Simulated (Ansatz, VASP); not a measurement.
## Two plane-wave programs on AlP

```
CELL_PARAMETERS angstrom
0.00000 2.73926 2.73926
2.73926 0.00000 2.73926
2.73926 2.73926 0.00000
ATOMIC_POSITIONS crystal
Al 0.00000 0.00000 0.00000
P 0.25000 0.25000 0.25000
```

Alike in both runs: task single point; functional HSE06; k mesh 4 × 4 × 4; occupations methfessel-paxton of order 1, width 0.001 eV; no spin polarisation.

|  | VASP | Ansatz |
| --- | --- | --- |
| version | VASP 6.6.1 | Ansatz 0.2.0 |
| potentials or method | VASP PAW PBE potentials, release 64 (Al, P) | plane waves |
| plane-wave cutoff (eV) | 400 | 420 |
| valence electrons in the cell | 8 | 8 |

VASP gave:

* gap on the k mesh at the Fermi level (eV): 2.30
* pressure (GPa): 0.0

**Question.** Estimate Ansatz's values.

**Answer.** gap on the k mesh at the Fermi level (eV): 2.29; pressure (GPa): 0.2.

Ansatz's warnings: stress exchange threshold loose, stress scf threshold loose.

The k mesh is coarse, so the values compare programs but aren't converged.
